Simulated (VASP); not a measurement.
# In5P3 (a cell with a defect) in VASP: a series of runs

Runs on In5P3 (a cell with a defect). Level: PBE. Tasks: single point, relaxation of the atoms.

Program: VASP 6.6.1. These are calculated values, not measurements. Logs are shortened: lines on timing, memory, paths and dates and some standing lists are left out, and cuts for length are marked.

## 1. The cell of the first run

The cell holds a defect, 8 atoms: a = 5.960 Å, b = 5.960 Å, c = 5.960 Å, α = 90.00°, β = 90.00°, γ = 90.00°.

## 2. Single point, PBE

Input file INCAR:

```
PREC = Accurate ; ENCUT = 520
EDIFF = 1E-7 ; ISMEAR = 0
SIGMA = 0.02 ; LREAL = False
LASPH = True ; NELM = 60
ALGO = Normal ; ISIF = 2
LWAVE = False ; LCHARG = False
GGA = PE ; NBANDS = 50
NELECT = 82.0
```

Input file KPOINTS:

```
Automatic mesh
0
Gamma
  3 3 3
```

Input file POSCAR:

```
In5P3
1.0
    0.0000000000      0.0000000000     -5.9597880294
    0.0000000000     -5.9597880294      0.0000000000
   -5.9597880294      0.0000000000      0.0000000000
In P
5 3
Direct
    0.9958857343      0.9958857343      1.0041142657
   -0.0041142657      0.5041142657      0.4958857343
    0.5041142657     -0.0041142657      0.4958857343
    0.5041142657      0.5041142657      1.0041142657
    0.2500000000      0.2500000000      0.7500000000
    0.2500000000      0.7500000000      0.2500000000
    0.7500000000      0.2500000000      0.2500000000
    0.7500000000      0.7500000000      0.7500000000
```

Potentials or basis: VASP PAW PBE potentials, release 64 (In_d, P).

On the command line:

```
cat potpaw_PBE.64/In_d/POTCAR potpaw_PBE.64/P/POTCAR > POTCAR
mpirun -np 1 vasp_std > vasp.out
```

OUTCAR:

```text
PREC = Accurate
   ENCUT = 520
   EDIFF = 1E-7
   ISMEAR = 0
   LREAL = False
   LASPH = True
   NELM = 60
   ISIF = 2
   GGA = PE
   NELECT = 82.0

 ion  position               nearest neighbor table
   1  0.996  0.996  0.004-   6 2.57   7 2.57   8 2.57   5 2.62
   2  0.996  0.504  0.496-   6 2.57   7 2.57   8 2.57   5 2.62
   3  0.504  0.996  0.496-   6 2.57   7 2.57   8 2.57   5 2.62
   4  0.504  0.504  0.004-   6 2.57   7 2.57   8 2.57   5 2.62
   5  0.250  0.250  0.750-   1 2.62   2 2.62   3 2.62   4 2.62
   6  0.250  0.750  0.250-   1 2.57   2 2.57   3 2.57   4 2.57
   7  0.750  0.250  0.250-   1 2.57   2 2.57   3 2.57   4 2.57
   8  0.750  0.750  0.750-   1 2.57   2 2.57   3 2.57   4 2.57

  LATTYP: Found a simple cubic cell.
 ALAT       =     5.9597880294

  Lattice vectors:

 A1 = (   0.0000000000,   0.0000000000,  -5.9597880294)
 A2 = (   0.0000000000,  -5.9597880294,   0.0000000000)
 A3 = (  -5.9597880294,   0.0000000000,   0.0000000000)

Analysis of symmetry for initial positions (statically):
=====================================================================
 Subroutine PRICEL returns:
 Original cell was already a primitive cell.

 Routine SETGRP: Setting up the symmetry group for a
 simple cubic supercell.

 Subroutine GETGRP returns: Found 24 space group operations
 (whereof  6 operations were pure point group operations)
 out of a pool of 48 trial point group operations.

The static configuration has the point symmetry C_3v.
 The point group associated with its full space group is T_d .

Analysis of symmetry for dynamics (positions and initial velocities):
=====================================================================
 Subroutine PRICEL returns:
 Original cell was already a primitive cell.

 Routine SETGRP: Setting up the symmetry group for a
 simple cubic supercell.

 Subroutine GETGRP returns: Found 24 space group operations
 (whereof  6 operations were pure point group operations)
 out of a pool of 48 trial point group operations.

The dynamic configuration has the point symmetry C_3v.
 The point group associated with its full space group is T_d .

 Subroutine INISYM returns: Found 24 space group operations
 (whereof  6 operations are pure point group operations),
 and found     1 'primitive' translations

----------------------------------------------------------------------------------------

                                     Primitive cell

  volume of cell :     211.6861

  direct lattice vectors                    reciprocal lattice vectors
     0.000000000  0.000000000 -5.959788029     0.000000000  0.000000000 -0.167791202
     0.000000000 -5.959788029  0.000000000     0.000000000 -0.167791202  0.000000000
    -5.959788029  0.000000000  0.000000000    -0.167791202  0.000000000  0.000000000

  length of vectors
     5.959788029  5.959788029  5.959788029     0.167791202  0.167791202  0.167791202

  position of ions in fractional coordinates (direct lattice)
     0.995885734  0.995885734  0.004114266
     0.995885734  0.504114266  0.495885734
     0.504114266  0.995885734  0.495885734
     0.504114266  0.504114266  0.004114266
     0.250000000  0.250000000  0.750000000
     0.250000000  0.750000000  0.250000000
     0.750000000  0.250000000  0.250000000
     0.750000000  0.750000000  0.750000000

  ion indices of the primitive-cell ions
   primitive index   ion index
                 1           1
                 2           2
                 3           3
                 4           4
                 5           5
                 6           6
                 7           7
                 8           8

----------------------------------------------------------------------------------------

 KPOINTS: Automatic mesh

Automatic generation of k-mesh.
 Grid dimensions read from file:
 generate k-points for:    3    3    3

 Generating k-lattice:

  Cartesian coordinates                     Fractional coordinates (reciprocal lattice)
     0.000000000  0.000000000 -0.055930401     0.333333333  0.000000000  0.000000000
     0.000000000 -0.055930401  0.000000000     0.000000000  0.333333333  0.000000000
    -0.055930401  0.000000000  0.000000000     0.000000000  0.000000000  0.333333333

  Length of vectors
     0.055930401  0.055930401  0.055930401

  Shift w.r.t. Gamma in fractional coordinates (k-lattice)
     0.000000000  0.000000000  0.000000000

 Subroutine IBZKPT returns following result:
 ===========================================

 Found      4 irreducible k-points:

 Following reciprocal coordinates:
            Coordinates               Weight
  0.000000  0.000000  0.000000      1.000000
  0.333333  0.000000  0.000000      6.000000
  0.333333  0.333333  0.000000     12.000000
  0.333333  0.333333  0.333333      8.000000
   k-points           NKPTS =      4   k-points in BZ     NKDIM =      4   number of bands    NBANDS=     50
   number of dos      NEDOS =    301   number of ions     NIONS =      8
   total plane-waves  NPLWV = 110592
   dimension x,y,z NGX =    48 NGY =   48 NGZ =   48
   dimension x,y,z NGXF=    96 NGYF=   96 NGZF=   96
   ions per type =               5   3
   NGX,Y,Z   is equivalent  to a cutoff of  13.39, 13.39, 13.39 a.u.
   NGXF,Y,Z  is equivalent  to a cutoff of  26.78, 26.78, 26.78 a.u.
 SYSTEM =  unknown system
   PREC   = accura    normal or accurate (medium, high low for compatibility)
   ISTART =      0    job   : 0-new  1-cont  2-samecut
   ICHARG =      2    charge: 1-file 2-atom 10-const
   ISPIN  =      1    spin polarized calculation?
   LNONCOLLINEAR =      F non collinear calculations
   LSORBIT =      F    spin-orbit coupling
   LASPH  =      T    aspherical Exc in radial PAW
   ENCUT  =  520.0 eV  38.22 Ry    6.18 a.u.  11.08 11.08 11.08*2*pi/ulx,y,z
   NELM   =     60;   NELMIN=  2; NELMDL= -5     # of ELM steps
   EDIFF  = 0.1E-06   stopping-criterion for ELM
   LREAL  =      F    real-space projection
   EDIFFG = 0.1E-05   stopping-criterion for IOM
   NSW    =      0    number of steps for IOM
   IBRION =     -1    ionic relax: 0-MD 1-quasi-New 2-CG
   NFREE  =      0    steps in history (QN), initial steepest desc. (CG)
   ISIF   =      2    stress and relaxation
   ISYM   =      2    0-nonsym 1-usesym 2-fastsym
   POTIM  = 0.5000    time-step for ionic-motion
   TEBEG  =    0.0;   TEEND  =   0.0 temperature during run
   PSTRESS=    0.0 pullay stress
   NELECT =      82.0000    total number of electrons
   NUPDOWN=      -1.0000    fix difference up-down
   EMIN   =  10.00;   EMAX   =-10.00  energy-range for DOS
   EFERMI =   0.00;   METHOD = LEGACY
   ISMEAR =     0;   SIGMA  =   0.02  broadening in eV -4-tet -1-fermi 0-gaus
   EFERMI_NEDOS =   21; number of points for ismear=-14 and -15
   IALGO  =     38    algorithm
   IMIX   =      4    mixing-type and parameters
     AMIX     =   0.40;   BMIX     =  1.00
     AMIX_MAG =   1.60;   BMIX_MAG =  1.00
  volume/ion in A,a.u.               =      26.46       178.57
  Fermi-wavevector in a.u.,A,eV,Ry     =   1.193389  2.255178 19.377103  1.424177
  Thomas-Fermi vector in A             =   2.329404
   LORBIT       =      0    0 simple, 1 ext, 2 COOP (PROOUT), +10 PAW based schemes
   GGA     = PE    functional components
   LHFCALC =     F    Hartree Fock is set to
   AEXX    =    0.0000 exact exchange contribution
   IVDW    =     0    specifies the selected vdW correction
   LEPSILON=     F    determine dielectric tensor
   LRPA    =     F    only Hartree local field effects (RPA)
 non-spin polarized calculation
 Gauss-broadening in eV      SIGMA  =   0.02
  energy-cutoff  :      520.00
  volume of cell :      211.69
 maximum number of plane-waves:      5728
 NGX is ok and might be reduce to    48
   NGX = 23   NGY = 23   NGZ = 23

 number of electron      81.9999979 magnetization

 Free energy of the ion-electron system (eV)
  ---------------------------------------------------
  ext. energy  EPLUGINS =         0.00000000
  ---------------------------------------------------
  free energy    TOTEN  =       -16.51453286 eV

  energy without entropy =      -16.51339017  energy(sigma->0) =      -16.51396152

 E-fermi :   6.3250     XC(G=0):  -9.4968

 val. band max:        6.3189568316   @ k =   0.0000   0.0000   0.0000
 cond. band min:       6.7798970725   @ k =   0.3333   0.3333   0.3333
 fundamental gap:      0.4609402410
 Fermi energy:         6.3250482304

 k-point     1 :       0.0000    0.0000    0.0000
  band No.  band energies     occupation
      1      -9.2007      2.00000
      2      -9.2007      2.00000
      3      -9.1916      2.00000
      4      -9.1916      2.00000
      5      -9.1916      2.00000
      6      -9.0789      2.00000
[... 42 lines left out ...]
     49       9.3782      0.00000
     50       9.3782      0.00000

 k-point     2 :       0.3333    0.0000    0.0000
  band No.  band energies     occupation
      1      -9.2247      2.00000
      2      -9.1904      2.00000
      3      -9.1904      2.00000
      4      -9.1631      2.00000
      5      -9.1589      2.00000
      6      -9.0440      2.00000
[... 42 lines left out ...]
     49      10.2989      0.00000
     50      10.8570      0.00000

 k-point     3 :       0.3333    0.3333    0.0000
  band No.  band energies     occupation
      1      -9.2267      2.00000
      2      -9.2042      2.00000
      3      -9.2041      2.00000
      4      -9.1229      2.00000
      5      -9.1185      2.00000
      6      -9.0383      2.00000
[... 42 lines left out ...]
     49      10.0930      0.00000
     50      10.4801      0.00000

 k-point     4 :       0.3333    0.3333    0.3333
  band No.  band energies     occupation
      1      -9.2263      2.00000
      2      -9.2154      2.00000
      3      -9.2154      2.00000
      4      -9.0882      2.00000
      5      -9.0882      2.00000
      6      -9.0422      2.00000
[... 42 lines left out ...]
     49      10.0706      0.00000
     50      10.2715      0.00000

------------------------ aborting loop because EDIFF is reached ----------------------------------------

  FORCE on cell =-STRESS in cart. coord.  units (eV):
  Direction    XX          YY          ZZ          XY          YZ          ZX
  --------------------------------------------------------------------------------------
  -------------------------------------------------------------------------------------
  Total       28.9665064     28.9665064     28.9665064     -0.0000000      0.0000000      0.0000000
  in kB      219.2372072    219.2372072    219.2372072     -0.0000000      0.0000000      0.0000000
  external PRESSURE =     219.2372072 kB  Pullay stress =       0.0000000 kB

 VOLUME and BASIS-vectors are now :
 -----------------------------------------------------------------------------
  energy-cutoff  :      520.00
  volume of cell :      211.69
      direct lattice vectors                 reciprocal lattice vectors
     0.000000000  0.000000000 -5.959788029     0.000000000  0.000000000 -0.167791202
     0.000000000 -5.959788029  0.000000000     0.000000000 -0.167791202  0.000000000
    -5.959788029  0.000000000  0.000000000    -0.167791202  0.000000000  0.000000000

 POSITION                                       TOTAL-FORCE (eV/Angst)
 -----------------------------------------------------------------------------------
     -0.02452     -5.93527     -5.93527         0.002862     -0.002862     -0.002862
     -2.95537     -3.00441     -5.93527        -0.002862      0.002862     -0.002862
     -2.95537     -5.93527     -3.00441        -0.002862     -0.002862      0.002862
     -0.02452     -3.00441     -3.00441         0.002862      0.002862      0.002862
     -4.46984     -1.48995     -1.48995        -0.000000     -0.000000      0.000000
     -1.48995     -4.46984     -1.48995        -0.000000     -0.000000      0.000000
     -1.48995     -1.48995     -4.46984        -0.000000     -0.000000      0.000000
     -4.46984     -4.46984     -4.46984        -0.000000      0.000000      0.000000
 -----------------------------------------------------------------------------------
    total drift:                               -0.000000     -0.000000     -0.000000

  FREE ENERGIE OF THE ION-ELECTRON SYSTEM (eV)
  ---------------------------------------------------
  free  energy   TOTEN  =       -16.5145328572 eV

  energy  without entropy=      -16.5133901733  energy(sigma->0) =      -16.51396152
```

Wall time 28 s (1 thread of Intel Xeon 6975P-C (Granite Rapids), shared host); peak memory 0.33 GiB.

Results:

| Item | Value |
| --- | --- |
| Free energy | -16.5145 eV |
| Largest force | 0.005 eV/Å |

Forces on the atoms (eV/Å):
```
In   0.003 -0.003 -0.003
In  -0.003  0.003 -0.003
In  -0.003 -0.003  0.003
In   0.003  0.003  0.003
In   0.000  0.000  0.000
P    0.000  0.000  0.000
P    0.000  0.000  0.000
P    0.000  0.000  0.000
```

Levels at points of the mesh, in eV from the Fermi level:
```tsv
k point	band 37	band 38	band 39	band 40	band 41	band 42	band 43	band 44	band 45	band 46
(0.00, 0.00, 0.00)	-2.87	-2.87	-0.67	-0.01	-0.01	-0.01	0.59	0.59	1.22	1.22
```

Caveat: the cell carries a net charge on a neutralising background, which shifts energy and pressure; the cell is charged against a uniform background, so pressure and absolute levels hang on convention; spin-orbit coupling is left out, which moves the levels of the heavy elements.

## 3. Single point, PBE, collinear spin, ferromagnetic start

Input file INCAR:

```
  PREC = Accurate
  ENCUT = 520
  EDIFF = 1E-6
  ISMEAR = 0
  SIGMA = 0.02
  LREAL = F
  LASPH = T
  NELM = 150
  ALGO = Normal
  ISIF = 2
  LWAVE = F
  LCHARG = T
  ISPIN = 2
  MAGMOM = 0.2 0.2 0.2 0.2 0.2 0 0 0
  LORBIT = 11
  GGA = PE
  LELF = T
  LVHAR = T
  NBANDS = 54
  NELECT = 81.0
```

KPOINTS is that of step 2.

Input file POSCAR:

```
In5P3
1.0
    0.0000000000      0.0000000000     -5.9597880294
    0.0000000000     -5.9597880294      0.0000000000
   -5.9597880294      0.0000000000      0.0000000000
In P
5 3
Direct
    0.9921385437      0.9921385437      1.0078614563
   -0.0078614563      0.5078614563      0.4921385437
    0.5078614563     -0.0078614563      0.4921385437
    0.5078614563      0.5078614563      1.0078614563
    0.2500000000      0.2500000000      0.7500000000
    0.2500000000      0.7500000000      0.2500000000
    0.7500000000      0.2500000000      0.2500000000
    0.7500000000      0.7500000000      0.7500000000
```

Potentials or basis: VASP PAW PBE potentials, release 64 (In_d, P).

On the command line:

```
cat potpaw_PBE.64/In_d/POTCAR potpaw_PBE.64/P/POTCAR > POTCAR
mpirun -np 1 vasp_std > vasp.out
```

Run time: 78 s. Hardware: 1 thread of Intel Xeon 6975P-C (Granite Rapids), shared host; peak memory 0.42 GiB.

It converged, with:

```
Free energy                                           : -22.5083 eV
Largest force                                         : 0.006 eV/Å
Net moment                                            : 0.85 μB per cell
Site moments                                          : In +0.04, +0.15; P +0.05 μB
Valence electrons inside the program's atomic spheres : In 11.57, 11.71; P 2.54
```

Forces on the atoms (eV/Å):
```
In   0.003 -0.003 -0.003
In  -0.003  0.003 -0.003
In  -0.003 -0.003  0.003
In   0.003  0.003  0.003
In   0.000  0.000  0.000
P    0.000  0.000  0.000
P    0.000  0.000  0.000
P    0.000  0.000  0.000
```

Levels at points of the mesh, in eV from the Fermi level:
Spin up:
| k point | band 39 | band 40 | band 41 | band 42 | band 43 | band 44 |
| --- | --- | --- | --- | --- | --- | --- |
| (0.00, 0.00, 0.00) | -0.38 | 0.28 | 0.28 | 0.28 | 1.08 | 1.08 |
Spin down:
```tsv
k point	band 37	band 38	band 39	band 40	band 41	band 42
(0.00, 0.00, 0.00)	-2.49	-2.49	-0.32	0.44	0.44	0.44
```

Caveat: the cell carries a net charge on a neutralising background, which shifts energy and pressure; the cell is charged against a uniform background, so pressure and absolute levels hang on convention; spin-orbit coupling is left out, which moves the levels of the heavy elements.

[end of part 1 of 2]
